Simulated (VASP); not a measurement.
# Tl in VASP: further runs, part 2 of 2

VASP 6.6.1. Earlier steps stand in the parts before.

## 4. Electric field gradients, LDA (equal xy, yz and zx shear strains of +2 %)

Input file INCAR:

```
PREC = Accurate ; ENCUT = 520
EDIFF = 1E-8 ; ISMEAR = -1
SIGMA = 0.05 ; LREAL = False
LASPH = True ; NELM = 80
ALGO = Normal ; ISIF = 2
LWAVE = False ; LCHARG = False
LEFG = True ; NBANDS = 12
```

Input file KPOINTS:

```
regular mesh
0
Gamma
  13 13 13
```

Input file POSCAR:

```
Tl
1.0
   -1.9021800000      1.9410000000      1.9410000000
    1.9410000000     -1.9021800000      1.9410000000
    1.9410000000      1.9410000000     -1.9021800000
Tl
1
Direct
    0.0000000000      0.0000000000      0.0000000000
```

Potentials or basis: VASP PAW LDA potentials, release 64 (Tl_d).

On the command line:

```sh
$ cat potpaw_LDA.64/Tl_d/POTCAR > POTCAR
$ mpirun -np 1 vasp_std > vasp.out
```

OUTCAR:

```text
PREC = Accurate
   ENCUT = 520
   EDIFF = 1E-8
   ISMEAR = -1
   LREAL = False
   LASPH = True
   NELM = 80
   ISIF = 2

 ion  position               nearest neighbor table
   1  0.000  0.000  0.000-

  LATTYP: Found a trigonal (rhomboedric) cell.
 ALAT       =     3.3396482977
 COS(alpha) =    -0.3242805026

  Lattice vectors:

 A1 = (  -1.9021800000,   1.9410000000,   1.9410000000)
 A2 = (   1.9410000000,  -1.9021800000,   1.9410000000)
 A3 = (   1.9410000000,   1.9410000000,  -1.9021800000)

Analysis of symmetry for initial positions (statically):
=====================================================================
 Subroutine PRICEL returns:
 Original cell was already a primitive cell.

 Routine SETGRP: Setting up the symmetry group for a
 trigonal (rhombohedral) supercell.
[... 542 lines left out ...]
  external PRESSURE =     -24.2577634 kB  Pullay stress =       0.0000000 kB

 VOLUME and BASIS-vectors are now :
 -----------------------------------------------------------------------------
  energy-cutoff  :      520.00
  volume of cell :       29.24
      direct lattice vectors                 reciprocal lattice vectors
    -1.902180000  1.941000000  1.941000000    -0.005101984  0.255099203  0.255099203
     1.941000000 -1.902180000  1.941000000     0.255099203 -0.005101984  0.255099203
     1.941000000  1.941000000 -1.902180000     0.255099203  0.255099203 -0.005101984

 POSITION                                       TOTAL-FORCE (eV/Angst)
 -----------------------------------------------------------------------------------
      0.00000      0.00000      0.00000         0.000000     -0.000000      0.000000
 -----------------------------------------------------------------------------------
    total drift:                               -0.000000     -0.000000     -0.000000

  FREE ENERGIE OF THE ION-ELECTRON SYSTEM (eV)
  ---------------------------------------------------
  free  energy   TOTEN  =        -2.9144527335 eV

  energy  without entropy=       -2.9095467590  energy(sigma->0) =       -2.91199975

 Electric field gradients (V/A^2)
---------------------------------------------------------------------
 ion       V_xx      V_yy      V_zz      V_xy      V_xz      V_yz
---------------------------------------------------------------------
   1      -0.000     0.000    -0.000    14.128    14.128    14.128
---------------------------------------------------------------------

 Electric field gradients after diagonalization (V/A^2)
 (convention: |V_zz| > |V_xx| > |V_yy|)
----------------------------------------------------------------------
 ion       V_xx      V_yy      V_zz     asymmetry (V_yy - V_xx)/ V_zz
----------------------------------------------------------------------
   1     -14.128   -14.128    28.256       0.000
----------------------------------------------------------------------

           NMR quadrupolar parameters

 Cq : quadrupolar parameter    Cq=e*Q*V_zz/h
 eta: asymmetry parameters     (V_yy - V_xx)/ V_zz
 Q  : nuclear electric quadrupole moment in mb (millibarn)
----------------------------------------------------------------------
 ion       Cq(MHz)       eta       Q (mb)
----------------------------------------------------------------------
   1       0.068       0.000       1.000
----------------------------------------------------------------------
```

OSZICAR:

```text
N       E                     dE             d eps       ncg     rms          rms(c)
DAV:   1     0.502173575131E+02    0.50217E+02   -0.66578E+03  5928   0.933E+02
DAV:   2    -0.234217979440E+01   -0.52560E+02   -0.51567E+02  6280   0.213E+02
DAV:   3    -0.294351090880E+01   -0.60133E+00   -0.60073E+00  6580   0.206E+01
DAV:   4    -0.294620907910E+01   -0.26982E-02   -0.26981E-02  6256   0.160E+00
DAV:   5    -0.294624120906E+01   -0.32130E-04   -0.32129E-04  6444   0.169E-01    0.206E+00
DAV:   6    -0.291981046966E+01    0.26431E-01   -0.41447E-02  6000   0.189E+00    0.146E+00
DAV:   7    -0.291488488581E+01    0.49256E-02   -0.12302E-02  6124   0.100E+00    0.624E-01
DAV:   8    -0.291445197789E+01    0.43291E-03   -0.48097E-04  6244   0.223E-01    0.303E-02
DAV:   9    -0.291445294732E+01   -0.96943E-06   -0.28893E-06  6408   0.187E-02    0.518E-03
DAV:  10    -0.291445273272E+01    0.21460E-06   -0.43425E-07  6492   0.707E-03    0.372E-04
DAV:  11    -0.291445273350E+01   -0.77739E-09   -0.58487E-09  3948   0.718E-04
   1 F= -.29144527E+01 E0= -.29119997E+01  d E =-.490597E-02
```

Run time: 1.7 min. Hardware: 1 thread of Intel Xeon 8259CL, shared host; peak memory 0.2 GiB.

Results:

- Free energy: -2.9145 eV
- Pressure: -2.4 GPa
- Band gap on the k mesh: zero (an odd number of electrons rules out a gap without spin polarisation)
- Largest electric field gradient by atom: Tl +28.3 V/Å²

Stress tensor (GPa, compression positive):
```
-2.43 -0.18 -0.18
-0.18 -2.43 -0.18
-0.18 -0.18 -2.43
```

Electric field gradients, principal values (V/Å²):
| atom | least | middle | greatest (by size) |
| --- | --- | --- | --- |
| 1 Tl | -14.128 | -14.128 | 28.256 |

Caveat: the cell differs from its parent crystal (equal xy, yz and zx shear strains of +2 %); without QUAD_EFG the Cq values of the log hold for a quadrupole moment of 1 mb, not for the nuclei; spin-orbit coupling is left out, which moves the levels of the heavy elements.

## 5. Overview

| task | cell | k mesh for the DOS | occupations for the DOS | gap on the mesh (eV) | pressure (GPa) |
| --- | --- | --- | --- | --- | --- |
| electric field gradients | a = 3.362 Å, angles 109.5°, 1 atom | - | - | none | -2.4 |
| single point | a = 3.362 Å, angles 109.5°, 1 atom | 20 × 20 × 20 | tetrahedron | - | - |
| electric field gradients | a = 3.340 Å, angles 108.9°, 1 atom | - | - | none | -2.4 |

Alike in all rows: level LDA; potentials or basis VASP PAW LDA potentials, release 64 (Tl_d); no spin polarisation; k mesh 13 × 13 × 13; cutoff (eV) 520; smearing fermi-dirac 0.05 eV.

Caveats: spin-orbit coupling is left out, which moves the levels of the heavy elements.

Total energies depend on the potentials used, so only differences within one code and one set of settings carry meaning.
